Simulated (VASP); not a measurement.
# Te (Im-3m) in VASP: notebook, part 2 of 2

VASP 6.6.1. Earlier steps stand in the parts before.

## Step 4: Single point, PBE (volume scaled by 0.92)

Input file INCAR:

```
PREC = Accurate
ENCUT = 520
EDIFF = 1E-6
ISMEAR = -1
SIGMA = 0.1
LREAL = False
LASPH = True
NELM = 80
ALGO = Normal
ISIF = 2
LWAVE = False
LCHARG = True
GGA = PE
LELF = True
LVHAR = True
NBANDS = 9
```

Input file KPOINTS:

```
Automatic mesh
0
Gamma
  13 13 13
```

Input file POSCAR:

```
Te
1.0
   -1.8719520198      1.8719520198      1.8719520198
    1.8719520198     -1.8719520198      1.8719520198
    1.8719520198      1.8719520198     -1.8719520198
Te
1
Direct
    0.0000000000      0.0000000000      0.0000000000
```

Potentials or basis: VASP PAW PBE potentials, release 64 (Te).

Run with:

```console
> cat potpaw_PBE.64/Te/POTCAR > POTCAR
> mpirun -np 1 vasp_std > vasp.out
```

OUTCAR:

```text
PREC = Accurate
   ENCUT = 520
   EDIFF = 1E-6
   ISMEAR = -1
   LREAL = False
   LASPH = True
   NELM = 80
   ISIF = 2
   GGA = PE

 ion  position               nearest neighbor table
   1  0.000  0.000  0.000-

  LATTYP: Found a body centered cubic cell.
 ALAT       =     3.7439040396

  Lattice vectors:

 A1 = (  -1.8719520198,   1.8719520198,   1.8719520198)
 A2 = (   1.8719520198,  -1.8719520198,   1.8719520198)
 A3 = (   1.8719520198,   1.8719520198,  -1.8719520198)

Analysis of symmetry for initial positions (statically):
=====================================================================
 Subroutine PRICEL returns:
 Original cell was already a primitive cell.

 Routine SETGRP: Setting up the symmetry group for a
 body centered cubic supercell.

 Subroutine GETGRP returns: Found 48 space group operations
 (whereof 48 operations were pure point group operations)
 out of a pool of 48 trial point group operations.

The static configuration has the point symmetry O_h .

[... 152 lines left out ...]
  ---------------------------------------------------
  free energy    TOTEN  =        -2.81783137 eV

  energy without entropy =       -2.79653772  energy(sigma->0) =       -2.80718454

 E-fermi :   9.0311     XC(G=0): -10.4454

 val. band max:        8.9689827322   @ k =   0.2308   0.0769   0.0769
 cond. band min:       9.0612804521   @ k =   0.3077   0.1538   0.0769
 fundamental gap:      0.0922977199
 Fermi energy:         9.0311458303

 k-point     1 :       0.0000    0.0000    0.0000
  band No.  band energies     occupation
      1      -5.5231      2.00000
      2      12.4536      0.00000
      3      12.4536      0.00000
      4      12.4536      0.00000
      5      19.0786      0.00000
      6      19.0786      0.00000
      7      19.0786      0.00000
      8      19.8685      0.00000
      9      20.8877      0.00000
[... 265 lines left out ...]
 k-point    24 :       0.2308    0.0769    0.0769
  band No.  band energies     occupation
      1      -3.5096      2.00000
      2       5.5844      2.00000
      3       8.9690      1.30118
      4      10.3334      0.00000
      5      16.9559      0.00000
      6      17.3393      0.00000
      7      21.0500      0.00000
      8      21.6861      0.00000
      9      22.8591      0.00000

 [... further k-points ...]
[... 5 lines left out ...]
  --------------------------------------------------------------------------------------
  -------------------------------------------------------------------------------------
  Total        0.9037573      0.9037573      0.9037573      0.0000000     -0.0000000      0.0000000
  in kB       55.1846460     55.1846460     55.1846460      0.0000000     -0.0000000      0.0000000
  external PRESSURE =      55.1846460 kB  Pullay stress =       0.0000000 kB

 VOLUME and BASIS-vectors are now :
 -----------------------------------------------------------------------------
  energy-cutoff  :      520.00
  volume of cell :       26.24
      direct lattice vectors                 reciprocal lattice vectors
    -1.871952020  1.871952020  1.871952020     0.000000000  0.267100863  0.267100863
     1.871952020 -1.871952020  1.871952020     0.267100863  0.000000000  0.267100863
     1.871952020  1.871952020 -1.871952020     0.267100863  0.267100863  0.000000000

 POSITION                                       TOTAL-FORCE (eV/Angst)
 -----------------------------------------------------------------------------------
      0.00000      0.00000      0.00000         0.000000      0.000000     -0.000000
 -----------------------------------------------------------------------------------
    total drift:                                0.000000      0.000000      0.000000

  FREE ENERGIE OF THE ION-ELECTRON SYSTEM (eV)
  ---------------------------------------------------
  free  energy   TOTEN  =        -2.8178313695 eV

  energy  without entropy=       -2.7965377192  energy(sigma->0) =       -2.80718454
```

It took 20 s on 1 thread of Intel Xeon 6975P-C, shared host; peak memory 0.15 GiB.

What came out:

* Free energy: -2.8178 eV
* Pressure: 5.5 GPa
* Band gap on the k mesh: zero (band 3 reaches 12.45 eV, above the bottom of band 4 at 5.68 eV)

Levels at points of the mesh, in eV from the Fermi level:
```
           k point  band 1  band 2  band 3  band 4  band 5  band 6  band 7
(0.00, 0.00, 0.00)  -14.55    3.42    3.42    3.42   10.05   10.05   10.05
```

Caveat: spin-orbit coupling is left out, which moves the levels of the heavy elements.

## Step 5: Single point, PBE (volume scaled by 0.96)

Input file INCAR:

```
SYSTEM = Te
ALGO = Normal
EDIFF = 1E-7
ENCUT = 520
GGA = PE
ISIF = 2
ISMEAR = -1
LASPH = .True.
LCHARG = .True.
LELF = .True.
LREAL = .False.
LVHAR = .True.
LWAVE = .False.
NBANDS = 9
NELM = 100
PREC = Accurate
SIGMA = 0.1
```

Input file KPOINTS:

```
k-points
0
Gamma
  13 13 13
  0 0 0
```

Input file POSCAR:

```
Te
1.0
   -1.8986978050      1.8986978050      1.8986978050
    1.8986978050     -1.8986978050      1.8986978050
    1.8986978050      1.8986978050     -1.8986978050
Te
1
Direct
    0.0000000000      0.0000000000      0.0000000000
```

Run with:

```console
> cat potpaw_PBE.64/Te/POTCAR > POTCAR
> mpirun -np 1 vasp_std > vasp.out
```

It took 24 s on 1 thread of Intel Xeon 6975P-C, shared host; peak memory 0.15 GiB.

It converged, with:

* Free energy: -2.8455 eV
* Pressure: 2.4 GPa
* Band gap on the k mesh: zero (band 3 reaches 11.58 eV, above the bottom of band 4 at 5.26 eV)

Levels at points of the mesh, in eV from the Fermi level:
```tsv
k point	band 1	band 2	band 3	band 4	band 5	band 6
(0.00, 0.00, 0.00)	-14.20	3.17	3.17	3.17	9.94	9.94
```

Caveat: spin-orbit coupling is left out, which moves the levels of the heavy elements.

## Step 6: The runs side by side

```csv
cell,k mesh,gap on the mesh (eV),pressure (GPa)
"a = 3.334 Å, angles 109.5°, 1 atom",11 × 11 × 11,none,-0.1
"a = 3.195 Å, angles 109.5°, 1 atom",13 × 13 × 13,none,9.5
"a = 3.242 Å, angles 109.5°, 1 atom",13 × 13 × 13,none,5.5
"a = 3.289 Å, angles 109.5°, 1 atom",13 × 13 × 13,none,2.4
```

Alike in all rows: task single point; level PBE; potentials or basis VASP PAW PBE potentials, release 64 (Te); no spin polarisation; cutoff (eV) 520; smearing fermi-dirac 0.1 eV.

Caveats: spin-orbit coupling is left out, which moves the levels of the heavy elements.

Total energies depend on the potentials used, so only differences within one code and one set of settings carry meaning.
